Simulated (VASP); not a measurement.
A run of VASP 6.6.1 is set up as follows.

File INCAR:

```
ALGO = Normal
DIPOL = 0.5 0.5 0.304
EDIFF = 1E-6
ENCUT = 520
GGA = PE
IDIPOL = 3
ISIF = 2
ISMEAR = 0
LASPH = True
LCHARG = False
LDIPOL = True
LREAL = False
LWAVE = False
NBANDS = 25
NELM = 80
PREC = Accurate
SIGMA = 0.1
```

The input KPOINTS:

```
k-points
0
Gamma
  9 3 1
```

POSCAR

```
Al9H
1.0
    2.8543223330      0.0000000000      0.0000000000
   -1.4271611665      9.7033329366      0.0000000000
    0.0000000000      0.0000000000     21.7902708969
Al H
9 1
Direct
    0.5324485604      0.0648971207      0.1835681630
    0.6709687938      0.3419375876      0.2292758741
    0.2986728405      0.5973456810      0.2384174163
    0.9263768872      0.8527537744      0.2475589585
    0.0639738222      0.1277383808      0.2937147080
    0.1995905480      0.4042696935      0.3452583266
    0.8288544886      0.6597110299      0.3524478004
    0.4526361687      0.9111292155      0.3607640453
    0.5925232094      0.1814597089      0.4034034702
    1.0925232094      0.6814597089      0.3896358580
```

Potentials or basis: VASP PAW PBE potentials, release 64 (Al, H).

Command:

```bash
$ cat potpaw_PBE.64/Al/POTCAR potpaw_PBE.64/H/POTCAR > POTCAR
$ mpirun -np 1 vasp_std > vasp.out
```

Question: Estimate the largest force.

Answer: 18.431 eV/Å.

Question: Predict the band gap on the k mesh.

Answer: Zero (bands 14 and 15 overlap by 0.61 eV).

Forces on the atoms (eV/Å):
```
Al    0.009   0.188   0.021
Al    0.018  -0.005  -0.114
Al   -0.014  -0.014   0.203
Al    0.022  -0.155  -0.077
Al    0.007   0.098   0.018
Al    0.098  -0.219  -0.091
Al  -11.735  -3.783 -13.699
Al    0.006   0.560  -0.036
Al   -0.003   0.008   0.044
H    11.591   3.321  13.731
```
